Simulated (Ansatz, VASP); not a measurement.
## MnSn3: VASP beside Ansatz

```
Sn Mn
1.0
     0.00000    3.59620    3.59620
     3.59620    0.00000    3.59620
     3.59620    3.59620    0.00000
Sn Mn
3 1
Direct
  0.25000 0.25000 0.25000
  0.75000 0.75000 0.75000
  0.50000 0.50000 0.50000
  0.00000 0.00000 0.00000
```

Alike in both runs: task single point; functional r2SCAN; k mesh 10 × 10 × 10; occupations gaussian, width 0.1 eV; no spin polarisation.

```csv
,VASP,Ansatz
version,VASP 6.6.1,Ansatz 0.2.0
potentials or method,"VASP PAW PBE potentials, release 64 (Sn_d, Mn_pv), cutoff 520 eV","scalar-relativistic, plane waves, PAW"
valence electrons in the cell,55,57
```

```tsv
	VASP	Ansatz	Ansatz less VASP
gap on the k mesh at the Fermi level (eV)	none	none	-
pressure (GPa)	-5.9	-6.0	-0.07
```

VASP's potentials were made for PBE, not for r2SCAN. A gap of «none» marks a metal or a gap that the smearing closes. VASP's potentials hold 55 valence electrons a cell and Ansatz's 57, so a difference there can come from the potentials and not from the codes.
